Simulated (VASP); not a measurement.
Wanted: the native input for a VASP 6.6.1 run.

```yaml
Task: single point
Functional: PBE
Potentials_or_basis: VASP PAW PBE potentials, release 64 (Al, Ga_d, P)
Cutoff: 520 eV
k_mesh: 12 × 12 × 2
Occupations: gaussian, width 0.02 eV
Spin: no spin polarisation
Dipole_correction: no
Further_INCAR_settings: ALGO = Normal; EDIFF = 1e-06; NBANDS = 46
```

The structure of Al2GaP3 lies in POSCAR:

```
Al2GaP3
1.0
    3.8858801584      0.0000000000      0.0000000000
   -1.9429400792      3.3652709332      0.0000000000
    0.0000000000      0.0000000000     19.1645583383
Al Ga P
4 2 6
Direct
    0.3333333333      0.6666666667      0.0000212055
    0.3333333333      0.6666666667      0.6664897868
    0.6666666667      0.3333333333      0.1664897868
    0.6666666667      0.3333333333      0.5000212055
    0.3333333333      0.6666666667      0.3336653397
    0.6666666667      0.3333333333      0.8336653397
    0.3333333333      0.6666666667      0.1248738201
    0.3333333333      0.6666666667      0.4586164013
    0.3333333333      0.6666666667      0.7913334566
    0.6666666667      0.3333333333      0.2913334566
    0.6666666667      0.3333333333      0.6248738201
    0.6666666667      0.3333333333      0.9586164013
```

One way to write it, as run:

INCAR

```
SYSTEM = Al2GaP3
PREC = Accurate
ENCUT = 520
EDIFF = 1E-6
ISMEAR = 0
SIGMA = 0.02
LREAL = .FALSE.
LASPH = .TRUE.
NELM = 60
ALGO = Normal
ISIF = 2
LWAVE = .FALSE.
LCHARG = .FALSE.
GGA = PE
NBANDS = 46
```

KPOINTS

```
regular mesh
0
G
  12 12 2
  0 0 0
```

Potentials or basis: VASP PAW PBE potentials, release 64 (Al, Ga_d, P).

Command:

```bash
$ cat potpaw_PBE.64/Al/POTCAR potpaw_PBE.64/Ga_d/POTCAR potpaw_PBE.64/P/POTCAR > POTCAR
$ mpirun -np 1 vasp_std > vasp.out
```

Results of the run:

```
Pressure               : -0.1 GPa
Largest force          : 0.005 eV/Å
Band gap on the k mesh : 1.52 eV (least direct gap 1.85 eV)
```

Run time: 5.4 min on 1 thread of AMD EPYC 9R45 96-Core Processor (Zen 5) (shared host), peak memory 0.53 GiB.
